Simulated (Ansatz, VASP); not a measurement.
# MgS in VASP and in Ansatz

File INCAR:

```
PREC = Accurate
ENCUT = 520
EDIFF = 1E-6
ISMEAR = 0
SIGMA = 0.1
LREAL = F
LASPH = T
NELM = 60
ALGO = Normal
ISIF = 2
LWAVE = F
LCHARG = F
GGA = PS
IVDW = 12
NBANDS = 11
```

KPOINTS

```
Automatic mesh
0
Gamma
  9 9 9
```

Contents of POSCAR:

```
MgS
1.0
    0.0000000000      2.6016500000      2.6016500000
    2.6016500000      0.0000000000      2.6016500000
    2.6016500000      2.6016500000      0.0000000000
S Mg
1 1
Direct
    0.5000000000      0.5000000000      0.5000000000
    0.0000000000      0.0000000000      0.0000000000
```

File input.yaml:

```yaml
crystal:
  lattice:
    - [0.0, 2.60165, 2.60165]
    - [2.60165, 0.0, 2.60165]
    - [2.60165, 2.60165, 0.0]
  atoms:
    - { symbol: S, position: [0.5, 0.5, 0.5] }
    - { symbol: Mg, position: [0.0, 0.0, 0.0] }
hamiltonian:
  xc: pbesol
  pseudopotentials: { kind: paw }
  dispersion: d3bj
kpoints:
  mp_grid: { grid: [9, 9, 9] }
  band_path:
    path:
      - [[0.0, 0.0, 0.0], [0.5, 0.0, 0.5], [0.5, 0.25, 0.75], [0.375, 0.375, 0.75], [0.0, 0.0, 0.0], [0.5, 0.5, 0.5], [0.625, 0.25, 0.625], [0.5, 0.25, 0.75], [0.5, 0.5, 0.5], [0.375, 0.375, 0.75]]
      - [[0.625, 0.25, 0.625], [0.5, 0.0, 0.5]]
    npoints: 14
scf:
  occupations: { method: gaussian, width: 0.1 }
  n_extra_bands: 6
output:
  forces: true
  stress: true
  eigenvalues: true
  fatbands: false
```

Alike in both runs: functional PBEsol; dispersion D3(BJ); k mesh 9 × 9 × 9; occupations gaussian, width 0.1 eV; no spin polarisation.

|  | VASP | Ansatz |
| --- | --- | --- |
| version | VASP 6.6.1 | Ansatz 0.2.0 |
| potentials or method | VASP PAW PBE potentials, release 64 (S, Mg) | Ansatz PAW |
| plane-wave cutoff (eV) | 520 | 420 |
| valence electrons in the cell | 8 | 16 |
| task | single point | band structure |

VASP gave:

| Property | Result |
| --- | --- |
| gap on the k mesh at the Fermi level (eV) | 2.83 |
| least direct gap on the mesh (eV) | 3.59 |
| pressure (GPa) | -3.9 |

Task: Which values does Ansatz return?

Result: gap on the k mesh at the Fermi level (eV): 2.83; least direct gap on the mesh (eV): 3.59; pressure (GPa): -3.7.

VASP's potentials were made for PBE, not for PBEsol. VASP's potentials hold 8 valence electrons a cell and Ansatz's 16, so a difference there can come from the potentials and not from the codes.

Noted on Ansatz's run: the k mesh misses the band edges, so the gap on the mesh is wider than the one along the path.
